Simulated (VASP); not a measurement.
# Pd (Fd-3m) in VASP: a series of runs

The runs below take Pd through single point, with BLYP.

Program: VASP 6.6.1. These are calculated values, not measurements. Logs are shortened: lines on timing, memory, paths and dates and some standing lists are left out, and cuts for length are marked.

## Step 1: The cell of the first run

Symmetry: Fd-3m, No. 227, cubic system. The conventional cell has a = 5.682 Å, b = 5.682 Å, c = 5.682 Å, α = 90.00°, β = 90.00°, γ = 90.00°. Within 3.2 Å of Pd (site symmetry -43m) lie 4 Pd at 2.46 Å.

## Step 2: Single point, BLYP, collinear spin, ferromagnetic start (volume scaled by 0.88)

The input, INCAR:

```
SYSTEM = Pd
PREC = Accurate ; ENCUT = 520
EDIFF = 1E-6 ; ISMEAR = -1
SIGMA = 0.05 ; LREAL = .FALSE.
LASPH = .TRUE. ; NELM = 150
ALGO = Normal ; ISIF = 2
LWAVE = .FALSE. ; LCHARG = .FALSE.
ISPIN = 2 ; MAGMOM = -0.424 -0.424
LORBIT = 11 ; LMAXMIX = 4
GGA = B5 ; ALDAX = 1.0
AGGAX = 1.0 ; AGGAC = 1.0
ALDAC = 0.0 ; NBANDS = 21
```

The input, KPOINTS:

```
Automatic mesh
0
G
  10 10 10
  0 0 0
```

The input, POSCAR:

```
Pd
1.0
    0.0000000000      2.8409152539      2.8409152539
    2.8409152539      0.0000000000      2.8409152539
    2.8409152539      2.8409152539      0.0000000000
Pd
2
Direct
    0.1250000000      0.1250000000      0.1250000000
    0.8750000000      0.8750000000      0.8750000000
```

Potentials or basis: VASP PAW PBE potentials, release 64 (Pd).

Command:

```console
> cat potpaw_PBE.64/Pd/POTCAR > POTCAR
> mpirun -np 1 vasp_std > vasp.out
```

OUTCAR:

```text
SYSTEM = Pd
   PREC = Accurate
   ENCUT = 520
   EDIFF = 1E-6
   ISMEAR = -1
   LREAL = .FALSE.
   LASPH = .TRUE.
   NELM = 150
   ISIF = 2
   ISPIN = 2
   LORBIT = 11
   GGA = B5

 ion  position               nearest neighbor table
   1  0.125  0.125  0.125-   2 2.46   2 2.46   2 2.46   2 2.46
   2  0.875  0.875  0.875-   1 2.46   1 2.46   1 2.46   1 2.46

  LATTYP: Found a face centered cubic cell.
 ALAT       =     5.6818305078

  Lattice vectors:

 A1 = (   0.0000000000,   2.8409152539,   2.8409152539)
 A2 = (   2.8409152539,   0.0000000000,   2.8409152539)
 A3 = (   2.8409152539,   2.8409152539,   0.0000000000)

Analysis of symmetry for initial positions (statically):
[... 6 lines left out ...]

 Subroutine GETGRP returns: Found 48 space group operations
 (whereof 12 operations were pure point group operations)
 out of a pool of 48 trial point group operations.

The static configuration has the point symmetry D_3d.
 The point group associated with its full space group is O_h .

Analysis of symmetry for dynamics (positions and initial velocities):
[... 6 lines left out ...]

 Subroutine GETGRP returns: Found 48 space group operations
 (whereof 12 operations were pure point group operations)
 out of a pool of 48 trial point group operations.

The dynamic configuration has the point symmetry D_3d.
 The point group associated with its full space group is O_h .

Analysis of structural, dynamic, and magnetic symmetry:
=====================================================================
 Subroutine PRICEL returns:
 Original cell was already a primitive cell.

 Routine SETGRP: Setting up the symmetry group for a
 face centered cubic supercell.

 Subroutine GETGRP returns: Found 48 space group operations
 (whereof 12 operations were pure point group operations)
 out of a pool of 48 trial point group operations.

The overall configuration has the point symmetry D_3d.
 The point group associated with its full space group is O_h .

 Subroutine INISYM returns: Found 48 space group operations
 (whereof 12 operations are pure point group operations),
 and found     1 'primitive' translations

----------------------------------------------------------------------------------------

                                     Primitive cell

  volume of cell :      45.8569

  direct lattice vectors                    reciprocal lattice vectors
     0.000000000  2.840915254  2.840915254    -0.175999618  0.175999618  0.175999618
     2.840915254  0.000000000  2.840915254     0.175999618 -0.175999618  0.175999618
     2.840915254  2.840915254  0.000000000     0.175999618  0.175999618 -0.175999618

  length of vectors
     4.017660882  4.017660882  4.017660882     0.304840281  0.304840281  0.304840281

  position of ions in fractional coordinates (direct lattice)
     0.125000000  0.125000000  0.125000000
     0.875000000  0.875000000  0.875000000

  ion indices of the primitive-cell ions
   primitive index   ion index
                 1           1
                 2           2

----------------------------------------------------------------------------------------

 KPOINTS: Automatic mesh

Automatic generation of k-mesh.
 Grid dimensions read from file:
 generate k-points for:   10   10   10

 Generating k-lattice:

  Cartesian coordinates                     Fractional coordinates (reciprocal lattice)
    -0.017599962  0.017599962  0.017599962     0.100000000  0.000000000  0.000000000
     0.017599962 -0.017599962  0.017599962     0.000000000  0.100000000  0.000000000
     0.017599962  0.017599962 -0.017599962     0.000000000  0.000000000  0.100000000

  Length of vectors
     0.030484028  0.030484028  0.030484028

  Shift w.r.t. Gamma in fractional coordinates (k-lattice)
     0.000000000  0.000000000  0.000000000

 Subroutine IBZKPT returns following result:
 ===========================================

 Found     47 irreducible k-points:

 Following reciprocal coordinates:
            Coordinates               Weight
  0.000000  0.000000  0.000000      1.000000
  0.100000  0.000000  0.000000      8.000000
  0.200000  0.000000  0.000000      8.000000
  0.300000  0.000000  0.000000      8.000000
  0.400000  0.000000  0.000000      8.000000
  0.500000  0.000000  0.000000      4.000000
[... 16 lines left out ...]
  0.300000  0.300000  0.000000      6.000000
  0.400000  0.300000  0.000000     24.000000
 [... further k-points ...]
   k-points           NKPTS =     47   k-points in BZ     NKDIM =     47   number of bands    NBANDS=     21
   number of dos      NEDOS =    301   number of ions     NIONS =      2
   total plane-waves  NPLWV =  27000
   dimension x,y,z NGX =    30 NGY =   30 NGZ =   30
   dimension x,y,z NGXF=    60 NGYF=   60 NGZF=   60
   ions per type =               2
   NGX,Y,Z   is equivalent  to a cutoff of  12.41, 12.41, 12.41 a.u.
   NGXF,Y,Z  is equivalent  to a cutoff of  24.83, 24.83, 24.83 a.u.
 SYSTEM =  Pd
   PREC   = accura    normal or accurate (medium, high low for compatibility)
   ISTART =      0    job   : 0-new  1-cont  2-samecut
   ICHARG =      2    charge: 1-file 2-atom 10-const
   ISPIN  =      2    spin polarized calculation?
   LNONCOLLINEAR =      F non collinear calculations
   LSORBIT =      F    spin-orbit coupling
   LASPH  =      T    aspherical Exc in radial PAW
   ENCUT  =  520.0 eV  38.22 Ry    6.18 a.u.   7.47  7.47  7.47*2*pi/ulx,y,z
   NELM   =    150;   NELMIN=  2; NELMDL= -5     # of ELM steps
   EDIFF  = 0.1E-05   stopping-criterion for ELM
   LREAL  =      F    real-space projection
   EDIFFG = 0.1E-04   stopping-criterion for IOM
   NSW    =      0    number of steps for IOM
   IBRION =     -1    ionic relax: 0-MD 1-quasi-New 2-CG
   NFREE  =      0    steps in history (QN), initial steepest desc. (CG)
   ISIF   =      2    stress and relaxation
   ISYM   =      2    0-nonsym 1-usesym 2-fastsym
   POTIM  = 0.5000    time-step for ionic-motion
   TEBEG  =    0.0;   TEEND  =   0.0 temperature during run
   PSTRESS=    0.0 pullay stress
   NELECT =      20.0000    total number of electrons
   NUPDOWN=      -1.0000    fix difference up-down
   EMIN   =  10.00;   EMAX   =-10.00  energy-range for DOS
   EFERMI =   0.00;   METHOD = LEGACY
   ISMEAR =    -1;   SIGMA  =   0.05  broadening in eV -4-tet -1-fermi 0-gaus
   EFERMI_NEDOS =   21; number of points for ismear=-14 and -15
   IALGO  =     38    algorithm
   IMIX   =      4    mixing-type and parameters
     AMIX     =   0.40;   BMIX     =  1.00
     AMIX_MAG =   1.60;   BMIX_MAG =  1.00
  volume/ion in A,a.u.               =      22.93       154.73
  Fermi-wavevector in a.u.,A,eV,Ry     =   1.241509  2.346112 20.971268  1.541345
  Thomas-Fermi vector in A             =   2.375904
   LORBIT       =     11    0 simple, 1 ext, 2 COOP (PROOUT), +10 PAW based schemes
   GGA     = B5    functional components
   LHFCALC =     F    Hartree Fock is set to
   AEXX    =    0.0000 exact exchange contribution
   IVDW    =     0    specifies the selected vdW correction
   LEPSILON=     F    determine dielectric tensor
   LRPA    =     F    only Hartree local field effects (RPA)
 spin polarized calculation
  energy-cutoff  :      520.00
  volume of cell :       45.86
 maximum number of plane-waves:      1258
 NGX is ok and might be reduce to    30
   NGX = 15   NGY = 15   NGZ = 15

 number of electron      19.9999997 magnetization      -0.8965821

 Free energy of the ion-electron system (eV)
  ---------------------------------------------------
  ext. energy  EPLUGINS =         0.00000000
  ---------------------------------------------------
  free energy    TOTEN  =        -7.06668377 eV

  energy without entropy =       -7.03158998  energy(sigma->0) =       -7.04913688

 E-fermi :   5.0948     XC(G=0):  -9.7003

 val. band max:        5.0890746660   @ k =   0.5000   0.4000   0.0000
 cond. band min:       5.0971465902   @ k =  -0.3000   0.3000   0.0000
 fundamental gap:      0.0080719242
 Fermi energy:         5.0947770244

 spin component 1

 k-point     1 :       0.0000    0.0000    0.0000
  band No.  band energies     occupation
      1       0.3329      1.00000
      2       1.5508      1.00000
      3       1.5508      1.00000
      4       1.7494      1.00000
      5       1.7494      1.00000
      6       1.7494      1.00000
[... 13 lines left out ...]
     20      19.6066      0.00000
     21      19.6066      0.00000

 k-point     2 :       0.1000    0.0000    0.0000
  band No.  band energies     occupation
      1       0.4828      1.00000
      2       1.4629      1.00000
      3       1.4629      1.00000
      4       1.7521      1.00000
      5       1.8781      1.00000
      6       1.8781      1.00000
[... 13 lines left out ...]
     20      19.4168      0.00000
     21      19.6507      0.00000
[... 487 lines left out ...]
      5       2.2235      1.00000
      6       2.2846      1.00000
[... 13 lines left out ...]
     20      24.0403      0.00000
     21      24.3055      0.00000

 k-point    24 :       0.4000    0.3000    0.0000
  band No.  band energies     occupation
      1       1.0304      1.00000
      2       1.5803      1.00000
      3       1.6592      1.00000
      4       2.0924      1.00000
      5       2.4132      1.00000
      6       2.5166      1.00000
[... 13 lines left out ...]
     20      24.4125      0.00000
     21      25.7932      0.00000

 [... further k-points ...]

 spin component 2

 k-point     1 :       0.0000    0.0000    0.0000
  band No.  band energies     occupation
      1       0.2856      1.00000
      2       1.2951      1.00000
      3       1.2951      1.00000
      4       1.4677      1.00000
      5       1.4677      1.00000
      6       1.4677      1.00000
[... 13 lines left out ...]
     20      19.5619      0.00000
     21      19.5619      0.00000

 k-point     2 :       0.1000    0.0000    0.0000
  band No.  band energies     occupation
      1       0.4343      1.00000
      2       1.2008      1.00000
      3       1.2008      1.00000
      4       1.4703      1.00000
      5       1.6016      1.00000
      6       1.6016      1.00000
[... 13 lines left out ...]
     20      19.3758      0.00000
     21      19.5656      0.00000
[... 487 lines left out ...]
      5       1.9563      1.00000
      6       2.0433      1.00000
[... 13 lines left out ...]
     20      23.9471      0.00000
     21      24.2463      0.00000

 k-point    24 :       0.4000    0.3000    0.0000
  band No.  band energies     occupation
      1       0.7766      1.00000
      2       1.3004      1.00000
      3       1.3659      1.00000
      4       1.8314      1.00000
      5       2.1431      1.00000
      6       2.3970      1.00000
[... 13 lines left out ...]
     20      24.3556      0.00000
     21      25.7246      0.00000

 [... further k-points ...]
[... 5 lines left out ...]
  --------------------------------------------------------------------------------------
  -------------------------------------------------------------------------------------
  Total        2.8871111      2.8871111      2.8871111     -0.0000000      0.0000000     -0.0000000
  in kB      100.8716801    100.8716801    100.8716801     -0.0000000      0.0000000     -0.0000000
  external PRESSURE =     100.8716801 kB  Pullay stress =       0.0000000 kB

 VOLUME and BASIS-vectors are now :
 -----------------------------------------------------------------------------
  energy-cutoff  :      520.00
  volume of cell :       45.86
      direct lattice vectors                 reciprocal lattice vectors
     0.000000000  2.840915254  2.840915254    -0.175999618  0.175999618  0.175999618
     2.840915254  0.000000000  2.840915254     0.175999618 -0.175999618  0.175999618
     2.840915254  2.840915254  0.000000000     0.175999618  0.175999618 -0.175999618

 POSITION                                       TOTAL-FORCE (eV/Angst)
 -----------------------------------------------------------------------------------
      0.71023      0.71023      0.71023        -0.000000     -0.000000     -0.000000
      4.97160      4.97160      4.97160         0.000000      0.000000      0.000000
 -----------------------------------------------------------------------------------
    total drift:                               -0.000000      0.000000      0.000000

  FREE ENERGIE OF THE ION-ELECTRON SYSTEM (eV)
  ---------------------------------------------------
  free  energy   TOTEN  =        -7.0666837711 eV

  energy  without entropy=       -7.0315899830  energy(sigma->0) =       -7.04913688

 total charge

# of ion       s       p       d       tot
------------------------------------------
    1        0.509   0.327   8.561   9.396
    2        0.509   0.327   8.561   9.396
--------------------------------------------------
tot          1.017   0.654  17.121  18.792

 magnetization (x)

# of ion       s       p       d       tot
------------------------------------------
    1        0.005   0.000  -0.442  -0.437
    2        0.005   0.000  -0.442  -0.437
--------------------------------------------------
tot          0.010   0.001  -0.885  -0.874
```

It took 51 s on 1 thread of Intel Xeon 6975P-C (Granite Rapids), shared host; peak memory 0.22 GiB.

What came out:

- Free energy: -7.0667 eV
- Pressure: 10.1 GPa
- Net moment: -0.90 μB per cell
- Site moments: Pd -0.44 μB
- Valence electrons inside the program's atomic spheres: Pd 9.40

Levels at points of the mesh, in eV from the Fermi level:
Spin up:
| k point | band 6 | band 7 | band 8 | band 9 | band 10 | band 11 | band 12 | band 13 | band 14 | band 15 |
| --- | --- | --- | --- | --- | --- | --- | --- | --- | --- | --- |
| (0.00, 0.00, 0.00) | -3.35 | -1.34 | -1.34 | -1.34 | -0.05 | -0.05 | 12.15 | 12.15 | 12.15 | 12.52 |
| (0.50, 0.00, 0.00) | -3.15 | -0.99 | -0.99 | -0.23 | -0.23 | -0.05 | 1.43 | 8.79 | 8.79 | 11.01 |
| (0.50, 0.50, 0.00) | -1.95 | -1.87 | -1.87 | -0.03 | -0.03 | 2.08 | 2.08 | 4.91 | 4.91 | 10.02 |
Spin down:
| k point | band 8 | band 9 | band 10 | band 11 | band 12 | band 13 | band 14 | band 15 |
| --- | --- | --- | --- | --- | --- | --- | --- | --- |
| (0.00, 0.00, 0.00) | -1.65 | -1.65 | -0.37 | -0.37 | 12.06 | 12.06 | 12.06 | 12.41 |
| (0.50, 0.00, 0.00) | -1.28 | -0.57 | -0.57 | -0.08 | 1.18 | 8.71 | 8.71 | 10.97 |
| (0.50, 0.50, 0.00) | -2.16 | -0.39 | -0.39 | 1.90 | 1.90 | 4.87 | 4.87 | 9.90 |

Caveat: the PAW data sets were made with another functional, which shifts forces and pressure a little.

## Step 3: Single point, BLYP, collinear spin, ferromagnetic start (volume scaled by 0.92)

The input, INCAR:

```
  PREC = Accurate
  ENCUT = 520
  EDIFF = 1E-7
  ISMEAR = -1
  SIGMA = 0.05
  LREAL = F
  LASPH = T
  NELM = 150
  ALGO = Normal
  ISIF = 2
  LWAVE = F
  LCHARG = F
  ISPIN = 2
  MAGMOM = -0.424 -0.424
  LORBIT = 11
  LMAXMIX = 4
  GGA = B5
  ALDAX = 1.0
  AGGAX = 1.0
  AGGAC = 1.0
  ALDAC = 0.0
  NBANDS = 21
```

The input, KPOINTS:

```
Automatic mesh
0
Gamma
  10 10 10
```

The input, POSCAR:

```
Pd
1.0
    0.0000000000      2.8833232263      2.8833232263
    2.8833232263      0.0000000000      2.8833232263
    2.8833232263      2.8833232263      0.0000000000
Pd
2
Direct
    0.1250000000      0.1250000000      0.1250000000
    0.8750000000      0.8750000000      0.8750000000
```

Potentials or basis: VASP PAW PBE potentials, release 64 (Pd).

Command:

```console
> cat potpaw_PBE.64/Pd/POTCAR > POTCAR
> mpirun -np 1 vasp_std > vasp.out
```

Wall time 52 s (1 thread of Intel Xeon 6975P-C (Granite Rapids), shared host); peak memory 0.22 GiB.

It converged, with:

```yaml
Free_energy: -7.1704 eV
Pressure: 5.9 GPa
Net_moment: -0.88 μB per cell
Site_moments: Pd -0.43 μB
Valence_electrons_inside_the_program's_atomic_spheres: Pd 9.34
```

Levels at points of the mesh, in eV from the Fermi level:
Spin up:
| k point | band 6 | band 7 | band 8 | band 9 | band 10 | band 11 | band 12 | band 13 | band 14 | band 15 |
| --- | --- | --- | --- | --- | --- | --- | --- | --- | --- | --- |
| (0.00, 0.00, 0.00) | -3.15 | -1.25 | -1.25 | -1.25 | -0.06 | -0.06 | 11.78 | 11.78 | 11.78 | 12.18 |
| (0.50, 0.00, 0.00) | -2.99 | -0.93 | -0.93 | -0.22 | -0.22 | 0.07 | 1.37 | 8.54 | 8.54 | 10.92 |
| (0.50, 0.50, 0.00) | -1.84 | -1.75 | -1.75 | -0.03 | -0.03 | 2.02 | 2.02 | 4.86 | 4.86 | 9.77 |
Spin down:
| k point | band 8 | band 9 | band 10 | band 11 | band 12 | band 13 | band 14 | band 15 |
| --- | --- | --- | --- | --- | --- | --- | --- | --- |
| (0.00, 0.00, 0.00) | -1.56 | -1.56 | -0.37 | -0.37 | 11.69 | 11.69 | 11.69 | 12.08 |
| (0.50, 0.00, 0.00) | -1.22 | -0.56 | -0.56 | 0.04 | 1.12 | 8.47 | 8.47 | 10.89 |
| (0.50, 0.50, 0.00) | -2.03 | -0.38 | -0.38 | 1.85 | 1.85 | 4.83 | 4.83 | 9.66 |

Caveat: the PAW data sets were made with another functional, which shifts forces and pressure a little.

## Step 4: Single point, BLYP, collinear spin, ferromagnetic start (volume scaled by 0.96)

The input, INCAR:

```
SYSTEM = Pd
PREC     = Accurate       ! precision mode
ENCUT    = 520            ! plane-wave cutoff, eV
EDIFF    = 1E-7           ! SCF threshold, eV
ISMEAR   = -1             ! smearing method
SIGMA    = 0.05           ! smearing width, eV
LREAL    = .False.        ! projectors in reciprocal space
LASPH    = .True.         ! aspherical terms in the spheres
NELM     = 150            ! most SCF steps
ALGO     = Normal         ! electronic algorithm
ISIF     = 2              ! what is computed and relaxed
LWAVE    = .False.        ! write WAVECAR
LCHARG   = .False.        ! write CHGCAR
ISPIN    = 2              ! spin polarisation
MAGMOM   = -0.424 -0.424  ! initial moments
LORBIT   = 11             ! projections on sites
LMAXMIX  = 4              ! l up to which the mixer works
GGA      = B5             ! functional
ALDAX    = 1.0          
AGGAX    = 1.0          
AGGAC    = 1.0          
ALDAC    = 0.0          
NBANDS   = 21             ! bands
```

The input, KPOINTS:

```
regular mesh
0
Gamma
  10 10 10
  0 0 0
```

The input, POSCAR:

```
Pd
1.0
    0.0000000000      2.9245191239      2.9245191239
    2.9245191239      0.0000000000      2.9245191239
    2.9245191239      2.9245191239      0.0000000000
Pd
2
Direct
    0.1250000000      0.1250000000      0.1250000000
    0.8750000000      0.8750000000      0.8750000000
```

Command:

```console
> cat potpaw_PBE.64/Pd/POTCAR > POTCAR
> mpirun -np 1 vasp_std > vasp.out
```

Run time: 44 s. Hardware: 1 thread of Intel Xeon 6975P-C (Granite Rapids), shared host; peak memory 0.23 GiB.

It converged, with:

```yaml
Free_energy: -7.2257 eV
Pressure: 2.6 GPa
Net_moment: -0.88 μB per cell
Site_moments: Pd -0.43 μB
Valence_electrons_inside_the_program's_atomic_spheres: Pd 9.28
```

Levels at points of the mesh, in eV from the Fermi level:
Spin up:
| k point | band 7 | band 8 | band 9 | band 10 | band 11 | band 12 | band 13 | band 14 |
| --- | --- | --- | --- | --- | --- | --- | --- | --- |
| (0.00, 0.00, 0.00) | -1.17 | -1.17 | -1.17 | -0.06 | -0.06 | 11.43 | 11.43 | 11.43 |
| (0.50, 0.00, 0.00) | -0.87 | -0.87 | -0.21 | -0.21 | 0.19 | 1.31 | 8.32 | 8.32 |
| (0.50, 0.50, 0.00) | -1.63 | -1.63 | -0.03 | -0.03 | 1.97 | 1.97 | 4.82 | 4.82 |
Spin down:
| k point | band 8 | band 9 | band 10 | band 11 | band 12 | band 13 | band 14 | band 15 |
| --- | --- | --- | --- | --- | --- | --- | --- | --- |
| (0.00, 0.00, 0.00) | -1.47 | -1.47 | -0.37 | -0.37 | 11.34 | 11.34 | 11.34 | 11.77 |
| (0.50, 0.00, 0.00) | -1.16 | -0.54 | -0.54 | 0.15 | 1.07 | 8.25 | 8.25 | 10.81 |
| (0.50, 0.50, 0.00) | -1.91 | -0.38 | -0.38 | 1.81 | 1.81 | 4.78 | 4.78 | 9.44 |

Caveat: the PAW data sets were made with another functional, which shifts forces and pressure a little.

(Continued in part 2 of 2.)
